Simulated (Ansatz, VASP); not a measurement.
# One calculation of RbBr, two programs

```
Rb Br
1.0
     0.00000    3.35704    3.35704
     3.35704    0.00000    3.35704
     3.35704    3.35704    0.00000
Rb Br
1 1
Direct
  0.00000 0.00000 0.00000
  0.50000 0.50000 0.50000
```

Change from the starting cell: volume scaled by 0.94.

Alike in both runs: task single point; functional PBEsol; k mesh 7 × 7 × 7; occupations fermi-dirac, width 0.05 eV; no spin polarisation.

```csv
,VASP,Ansatz
version,VASP 6.6.1,Ansatz 0.2.0
potentials or method,"VASP PAW PBE potentials, release 64 (Rb_sv, Br), cutoff 520 eV","all-electron LAPW, scalar-relativistic"
```

|  | VASP | Ansatz | Ansatz less VASP |
| --- | --- | --- | --- |
| gap on the k mesh at the Fermi level (eV) | 4.36 | 4.36 | +0.004 |
| least direct gap on the mesh (eV) | 4.36 | 4.36 | +0.004 |
| pressure (GPa) | 1.0 | 0.9 | -0.05 |

VASP's potentials were made for PBE, not for PBEsol. Ansatz ran all-electron here, and VASP with PAW potentials.
